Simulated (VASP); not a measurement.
HfO2:

```
Hf O
1.0
     4.81353    0.00000    0.00000
     0.00000    4.81353    0.00000
     0.00000    0.00000    3.20542
Hf O
2 4
Direct
  0.00000 0.00000 0.00000
  0.50000 0.50000 0.50000
  0.19496 0.80504 0.50000
  0.30504 0.30504 0.00000
  0.69496 0.69496 0.00000
  0.80504 0.19496 0.50000
```

- Program: VASP 6.6.1
- Task: relaxation of cell and atoms
- Functional: PBE
- Potentials or basis: VASP PAW PBE potentials, release 64 (Hf_pv, O)
- Cutoff: 600 eV
- k mesh: 4 × 4 × 6
- Occupations: gaussian, width 0.1 eV
- Spin: no spin polarisation

At the start: pressure 5.4 GPa; volume 12.38 Å³/atom.

Where does the relaxation end?

Over 5 steps the energy falls by 4.9 meV/atom and the volume is 12.67 Å³/atom (+2.4 %); space group P4_2/mnm (No. 136, to 0.1 Å) before and after.

The path:
| step | energy change (eV) | largest force (eV/Å) | pressure (GPa) | volume (Å³) |
| --- | --- | --- | --- | --- |
| 1 | 0.0000 | 0.0288 | 5.38 | 74.27 |
| 2 | 0.0412 | 0.1834 | -7.47 | 78.83 |
| 3 | -0.0283 | 0.0598 | -0.10 | 76.00 |
| 4 | -0.0283 | 0.0578 | 0.11 | 75.96 |
| 5 | -0.0292 | 0.0129 | 0.10 | 76.05 |

Final structure:
```yaml
crystal:
  lattice:
    - [4.85703, 0.00000, 0.00000]
    - [0.00000, 4.85703, 0.00000]
    - [0.00000, 0.00000, 3.22362]
  atoms:
    - { symbol: Hf, position: [0.00000, 0.00000, 0.00000] }
    - { symbol: Hf, position: [0.50000, 0.50000, 0.50000] }
    - { symbol: O, position: [0.19468, 0.80532, 0.50000] }
    - { symbol: O, position: [0.30532, 0.30532, 0.00000] }
    - { symbol: O, position: [0.69468, 0.69468, 0.00000] }
    - { symbol: O, position: [0.80532, 0.19468, 0.50000] }
```
